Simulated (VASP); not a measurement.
# RbLaTe2 in VASP: single point with r2SCAN

Aim: the single point of RbLaTe2 with r2SCAN.

Program: VASP 6.6.1. These are calculated values, not measurements. Logs are shortened: lines on timing, memory, paths and dates and some standing lists are left out, and cuts for length are marked.

**1. The cell of the first run**

The cell holds a disordered packing, 8 atoms: a = 7.776 Å, b = 7.069 Å, c = 6.016 Å, α = 82.70°, β = 91.22°, γ = 95.21°.

**2. Single point, r2SCAN**

Input file POSCAR:

```
RbLaTe2
1.0
    7.6980810000     -1.0910460000     -0.0950010000
    0.3478430000      7.0547340000     -0.2939850000
    0.0870050000      1.0086240000      5.9300200000
Te La Rb
4 2 2
Direct
    0.0984370000      0.0500690000      0.4995440000
    0.1974890000      0.7378650000      0.1528650000
    0.4391440000      0.4385550000      0.2185490000
    0.4676960000      0.5301040000      0.7221230000
    0.0848880000      0.2662780000      0.9669600000
    0.8197890000      0.8045380000      0.8823050000
    0.5629040000      0.9799070000      0.3510270000
    0.8479940000      0.4631550000      0.4345900000
```

Input file INCAR.step1:

```
PREC = Accurate
ENCUT = 520
ISMEAR = -1
SIGMA = 0.1
LREAL = False
LASPH = True
NELM = 60
NBANDS = 42
GGA = PE
ALGO = Normal
EDIFF = 1E-4
LWAVE = True
LCHARG = False
```

Input file INCAR.step2:

```
PREC = Accurate
ENCUT = 520
EDIFF = 1E-6
ISMEAR = -1
SIGMA = 0.1
LREAL = False
LASPH = True
NELM = 60
ALGO = Normal
ISIF = 2
LWAVE = False
LCHARG = True
METAGGA = R2SCAN
LMIXTAU = True
LELF = True
LVHAR = True
NBANDS = 42
ISTART = 1
```

Input file KPOINTS:

```
Automatic mesh
0
Gamma
  3 3 3
```

Potentials or basis: VASP PAW PBE potentials, release 64 (Te, La, Rb_sv).

Run with:

```bash
> cat potpaw_PBE.64/Te/POTCAR potpaw_PBE.64/La/POTCAR potpaw_PBE.64/Rb_sv/POTCAR > POTCAR
> cp INCAR.step1 INCAR
> mpirun -np 1 vasp_std > vasp.out
> cp INCAR.step2 INCAR
> mpirun -np 1 vasp_std > vasp.out
```

OUTCAR:

```text
PREC = Accurate
   ENCUT = 520
   EDIFF = 1E-6
   ISMEAR = -1
   LREAL = False
   LASPH = True
   NELM = 60
   ISIF = 2
   METAGGA = R2SCAN
   ISTART = 1

 ion  position               nearest neighbor table
   1  0.098  0.050  0.500-   2 3.37   5 3.37   5 3.37   6 3.39   8 3.63   7 3.83   7 4.24   8 4.48

   2  0.197  0.738  0.153-   3 2.94   6 3.37   1 3.37   7 3.45   8 3.53   5 3.68
   3  0.439  0.439  0.219-   2 2.94   4 2.98   4 3.18   5 3.32   8 3.41   7 3.46   7 4.03
   4  0.468  0.530  0.722-   3 2.98   3 3.18   6 3.40   8 3.56   5 3.60   7 3.67
   5  0.085  0.266  0.967-   3 3.32   1 3.37   1 3.37   4 3.60   2 3.68   8 3.83   8 3.86
   6  0.820  0.805  0.882-   2 3.37   1 3.39   4 3.40   8 3.86   7 3.86   8 3.87   7 3.88
   7  0.563  0.980  0.351-   2 3.45   3 3.46   4 3.67   1 3.83   6 3.86   6 3.88   8 3.98   3 4.03
                             1 4.24   8 4.41
   8  0.848  0.463  0.435-   3 3.41   2 3.53   4 3.56   1 3.63   5 3.83   6 3.86   5 3.86   6 3.87
                             7 3.98   7 4.41   1 4.48

  LATTYP: Found a triclinic cell.
 ALAT       =     7.0694196186
 B/A-ratio  =     0.8509630590
 C/A-ratio  =     1.0998913823
 COS(alpha) =     0.0212508583
 COS(beta)  =     0.0908037763
 COS(gamma) =     0.1270330253

  Lattice vectors:

 A1 = (  -0.3478430000,  -7.0547340000,   0.2939850000)
 A2 = (  -0.0870050000,  -1.0086240000,  -5.9300200000)
 A3 = (   7.6980810000,  -1.0910460000,  -0.0950010000)

Analysis of symmetry for initial positions (statically):
=====================================================================
 Subroutine PRICEL returns:
 Original cell was already a primitive cell.

 Routine SETGRP: Setting up the symmetry group for a
 triclinic supercell.

 Subroutine GETGRP returns: Found  1 space group operations
 (whereof  1 operations were pure point group operations)
 out of a pool of  2 trial point group operations.

The static configuration has the point symmetry C_1 .

Analysis of symmetry for dynamics (positions and initial velocities):
=====================================================================
 Subroutine PRICEL returns:
 Original cell was already a primitive cell.

 Routine SETGRP: Setting up the symmetry group for a
 triclinic supercell.

 Subroutine GETGRP returns: Found  1 space group operations
 (whereof  1 operations were pure point group operations)
 out of a pool of  2 trial point group operations.

The dynamic configuration has the point symmetry C_1 .

 Subroutine INISYM returns: Found  1 space group operations
 (whereof  1 operations are pure point group operations),
 and found     1 'primitive' translations

----------------------------------------------------------------------------------------

                                     Primitive cell

  volume of cell :     326.6331

  direct lattice vectors                    reciprocal lattice vectors
     7.698081000 -1.091046000 -0.095001000     0.128986436 -0.006393395 -0.000805045
     0.347843000  7.054734000 -0.293985000     0.019514572  0.139783891 -0.024061850
     0.087005000  1.008624000  5.930020000     0.003033857  0.006827462  0.167427715

  length of vectors
     7.775593717  7.069419619  6.015814944     0.129147297  0.143175862  0.167594326

  position of ions in fractional coordinates (direct lattice)
     0.098437000  0.050069000  0.499544000
     0.197489000  0.737865000  0.152865000
     0.439144000  0.438555000  0.218549000
     0.467696000  0.530104000  0.722123000
     0.084888000  0.266278000  0.966960000
     0.819789000  0.804538000  0.882305000
     0.562904000  0.979907000  0.351027000
     0.847994000  0.463155000  0.434590000

  ion indices of the primitive-cell ions
   primitive index   ion index
                 1           1
                 2           2
                 3           3
                 4           4
                 5           5
                 6           6
                 7           7
                 8           8

----------------------------------------------------------------------------------------

 KPOINTS: Automatic mesh

Automatic generation of k-mesh.
 Grid dimensions read from file:
 generate k-points for:    3    3    3

 Generating k-lattice:

  Cartesian coordinates                     Fractional coordinates (reciprocal lattice)
     0.042995479 -0.002131132 -0.000268348     0.333333333 -0.000000000  0.000000000
     0.006504857  0.046594630 -0.008020617     0.000000000  0.333333333  0.000000000
     0.001011286  0.002275821  0.055809238    -0.000000000  0.000000000  0.333333333

  Length of vectors
     0.043049099  0.047725287  0.055864775

  Shift w.r.t. Gamma in fractional coordinates (k-lattice)
     0.000000000  0.000000000  0.000000000

 Subroutine IBZKPT returns following result:
 ===========================================

 Found     14 irreducible k-points:

 Following reciprocal coordinates:
            Coordinates               Weight
  0.000000  0.000000  0.000000      1.000000
  0.333333 -0.000000 -0.000000      2.000000
  0.000000  0.333333 -0.000000      2.000000
  0.333333  0.333333  0.000000      2.000000
 -0.333333  0.333333  0.000000      2.000000
  0.000000  0.000000  0.333333      2.000000
  0.333333 -0.000000  0.333333      2.000000
 -0.333333 -0.000000  0.333333      2.000000
  0.000000  0.333333  0.333333      2.000000
  0.333333  0.333333  0.333333      2.000000
 -0.333333  0.333333  0.333333      2.000000
 -0.000000 -0.333333  0.333333      2.000000
  0.333333 -0.333333  0.333333      2.000000
 -0.333333 -0.333333  0.333333      2.000000
   k-points           NKPTS =     14   k-points in BZ     NKDIM =     14   number of bands    NBANDS=     42
   number of dos      NEDOS =    301   number of ions     NIONS =      8
   total plane-waves  NPLWV = 155520
   dimension x,y,z NGX =    60 NGY =   54 NGZ =   48
   dimension x,y,z NGXF=   120 NGYF=  108 NGZF=   96
   ions per type =               4   2   2
   NGX,Y,Z   is equivalent  to a cutoff of  12.83, 12.70, 13.26 a.u.
   NGXF,Y,Z  is equivalent  to a cutoff of  25.66, 25.40, 26.53 a.u.
 SYSTEM =  unknown system
   PREC   = accura    normal or accurate (medium, high low for compatibility)
   ISTART =      1    job   : 0-new  1-cont  2-samecut
   ICHARG =      0    charge: 1-file 2-atom 10-const
   ISPIN  =      1    spin polarized calculation?
   LNONCOLLINEAR =      F non collinear calculations
   LSORBIT =      F    spin-orbit coupling
   LASPH  =      T    aspherical Exc in radial PAW
   ENCUT  =  520.0 eV  38.22 Ry    6.18 a.u.  14.46 13.14 11.19*2*pi/ulx,y,z
   NELM   =     60;   NELMIN=  2; NELMDL=  0     # of ELM steps
   EDIFF  = 0.1E-05   stopping-criterion for ELM
   LREAL  =      F    real-space projection
   EDIFFG = 0.1E-04   stopping-criterion for IOM
   NSW    =      0    number of steps for IOM
   IBRION =     -1    ionic relax: 0-MD 1-quasi-New 2-CG
   NFREE  =      0    steps in history (QN), initial steepest desc. (CG)
   ISIF   =      2    stress and relaxation
   ISYM   =      2    0-nonsym 1-usesym 2-fastsym
   POTIM  = 0.5000    time-step for ionic-motion
   TEBEG  =    0.0;   TEEND  =   0.0 temperature during run
   PSTRESS=    0.0 pullay stress
   NELECT =      64.0000    total number of electrons
   NUPDOWN=      -1.0000    fix difference up-down
   EMIN   =  10.00;   EMAX   =-10.00  energy-range for DOS
   EFERMI =   0.00;   METHOD = LEGACY
   ISMEAR =    -1;   SIGMA  =   0.10  broadening in eV -4-tet -1-fermi 0-gaus
   EFERMI_NEDOS =   21; number of points for ismear=-14 and -15
   IALGO  =     38    algorithm
   IMIX   =      4    mixing-type and parameters
     AMIX     =   0.40;   BMIX     =  1.00
     AMIX_MAG =   1.60;   BMIX_MAG =  1.00
  volume/ion in A,a.u.               =      40.83       275.53
  Fermi-wavevector in a.u.,A,eV,Ry     =   0.950856  1.796857 12.301398  0.904127
  Thomas-Fermi vector in A             =   2.079272
   LORBIT       =      0    0 simple, 1 ext, 2 COOP (PROOUT), +10 PAW based schemes
   METAGGA = R2SCAN    functional components
   LHFCALC =     F    Hartree Fock is set to
   AEXX    =    0.0000 exact exchange contribution
   IVDW    =     0    specifies the selected vdW correction
   LEPSILON=     F    determine dielectric tensor
   LRPA    =     F    only Hartree local field effects (RPA)
 non-spin polarized calculation
  energy-cutoff  :      520.00
  volume of cell :      326.63
 maximum number of plane-waves:      8817
 NGX is ok and might be reduce to    60
   NGX = 29   NGY = 27   NGZ = 23

 number of electron      63.9999999 magnetization

 Free energy of the ion-electron system (eV)
  ---------------------------------------------------
  ext. energy  EPLUGINS =         0.00000000
  ---------------------------------------------------
  free energy    TOTEN  =      -193.37193060 eV

  energy without entropy =     -193.17693606  energy(sigma->0) =     -193.27443333

 E-fermi :   4.7268     XC(G=0):  -8.6427

 val. band max:        4.6606074702   @ k =  -0.3333  -0.3333   0.3333
 cond. band min:       4.8159191775   @ k =  -0.3333   0.3333   0.3333
 fundamental gap:      0.1553117072
 Fermi energy:         4.7268297533

 k-point     1 :       0.0000    0.0000    0.0000
  band No.  band energies     occupation
      1     -30.5096      2.00000
      2     -30.4107      2.00000
      3     -24.5887      2.00000
      4     -24.4939      2.00000
      5     -13.9236      2.00000
      6     -13.8209      2.00000
[... 34 lines left out ...]
     41       5.7881      0.00005
     42       5.8614      0.00002

 k-point     2 :       0.3333   -0.0000   -0.0000
  band No.  band energies     occupation
      1     -30.5096      2.00000
      2     -30.4107      2.00000
      3     -24.5887      2.00000
      4     -24.4939      2.00000
      5     -13.9233      2.00000
      6     -13.8148      2.00000
[... 529 lines left out ...]
     41       5.8129      0.00004
     42       5.8436      0.00003

 k-point    14 :      -0.3333   -0.3333    0.3333
  band No.  band energies     occupation
      1     -30.5086      2.00000
      2     -30.4115      2.00000
      3     -24.5882      2.00000
      4     -24.4947      2.00000
      5     -13.9251      2.00000
      6     -13.8170      2.00000
[... 34 lines left out ...]
     41       5.7756      0.00006
     42       5.8390      0.00003

------------------------ aborting loop because EDIFF is reached ----------------------------------------

  FORCE on cell =-STRESS in cart. coord.  units (eV):
  Direction    XX          YY          ZZ          XY          YZ          ZX
  --------------------------------------------------------------------------------------
  -------------------------------------------------------------------------------------
  Total       -3.5099879      3.0464199      2.6566743     -6.6843951      1.9531676      0.3268890
  in kB      -17.2169437     14.9430830     13.0313305    -32.7878210      9.5805395      1.6034326
  external PRESSURE =       3.5858233 kB  Pullay stress =       0.0000000 kB

 VOLUME and BASIS-vectors are now :
 -----------------------------------------------------------------------------
  energy-cutoff  :      520.00
  volume of cell :      326.63
      direct lattice vectors                 reciprocal lattice vectors
     7.698081000 -1.091046000 -0.095001000     0.128986436 -0.006393395 -0.000805045
     0.347843000  7.054734000 -0.293985000     0.019514572  0.139783891 -0.024061850
     0.087005000  1.008624000  5.930020000     0.003033857  0.006827462  0.167427715

 POSITION                                       TOTAL-FORCE (eV/Angst)
 -----------------------------------------------------------------------------------
      0.81865      0.74968      2.93823        -1.299513      0.628752      0.831786
      1.79025      5.14416      0.67081        -2.306638      1.166666     -1.237971
      3.55213      2.83520      1.12535         1.207091     -0.919953     -0.179931
      3.84758      3.95782      4.08193        -0.023436     -0.105213     -0.117481
      0.83023      2.76120      5.64775         1.318661     -0.033328      0.341865
      6.66742      5.67129      4.91768         1.135670     -0.775323     -0.044946
      4.70468      6.65288      1.74004        -0.264524      0.102887      0.136955
      6.72684      2.78057      2.36041         0.232690     -0.064488      0.269723
 -----------------------------------------------------------------------------------
    total drift:                                0.000612      0.005154      0.002404

  FREE ENERGIE OF THE ION-ELECTRON SYSTEM (eV)
  ---------------------------------------------------
  free  energy   TOTEN  =      -193.3719305959 eV

  energy  without entropy=     -193.1769360595  energy(sigma->0) =     -193.27443333
```

It took 33 min on 1 thread of AMD EPYC 7R13 (Zen 3), shared host; peak memory 0.55 GiB.

What came out:

| Item | Value |
| --- | --- |
| Free energy | -193.3719 eV |
| Pressure | 0.4 GPa |
| Largest force | 2.866 eV/Å |
| Band gap on the k mesh | 0.16 eV (least direct gap 0.18 eV) |

Forces in eV/Å, atoms in the order of the input:
```
Te  -1.300  0.629  0.832
Te  -2.307  1.167 -1.238
Te   1.207 -0.920 -0.180
Te  -0.023 -0.105 -0.117
La   1.319 -0.033  0.342
La   1.136 -0.775 -0.045
Rb  -0.265  0.103  0.137
Rb   0.233 -0.064  0.270
```

Caveat: semilocal functionals underestimate gaps, and a narrow one can read as zero; the PAW data sets were made with another functional, which shifts forces and pressure a little; spin-orbit coupling is left out, which moves the levels of the heavy elements.
